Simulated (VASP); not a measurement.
Input of a VASP 6.6.1 run:

Contents of INCAR:

```
SYSTEM = Hf
ALGO     = Normal         ! electronic algorithm
EDIFF    = 1E-6           ! SCF threshold, eV
ENCUT    = 520            ! plane-wave cutoff, eV
GGA      = PE             ! functional
ISIF     = 2              ! what is computed and relaxed
ISMEAR   = -1             ! smearing method
LASPH    = .TRUE.         ! aspherical terms in the spheres
LCHARG   = .TRUE.         ! write CHGCAR
LELF     = .TRUE.         ! ELF
LREAL    = .FALSE.        ! projectors in reciprocal space
LVHAR    = .TRUE.       
LWAVE    = .FALSE.        ! write WAVECAR
NBANDS   = 17             ! bands
NELM     = 60             ! most SCF steps
PREC     = Accurate       ! precision mode
SIGMA    = 0.1            ! smearing width, eV
```

The input KPOINTS:

```
k-points
0
G
  18 18 18
  0 0 0
```

POSCAR

```
Hf
1.0
   -2.1763115263      2.1763115263      1.1943947986
    2.1763115263     -2.1763115263      1.1943947986
    2.1763115263      2.1763115263     -1.1943947986
Hf
2
Direct
   -0.3750000000     -0.1250000000     -0.2500000000
    0.3750000000      0.1250000000      0.2500000000
```

Potentials or basis: VASP PAW PBE potentials, release 64 (Hf_pv).

Run with:

```bash
$ cat potpaw_PBE.64/Hf_pv/POTCAR > POTCAR
$ mpirun -np 1 vasp_std > vasp.out
```

Estimate the pressure.

244.1 GPa.

Estimate the band gap on the k mesh.

zero (bands 10 and 11 overlap by 3.36 eV).

Stress tensor (GPa, compression positive):
```
243.41   0.00   0.00
  0.00 243.41   0.00
  0.00   0.00 245.51
```

Caveat: the cell stands under pressure; spin-orbit coupling is left out, which moves the levels of the heavy elements.
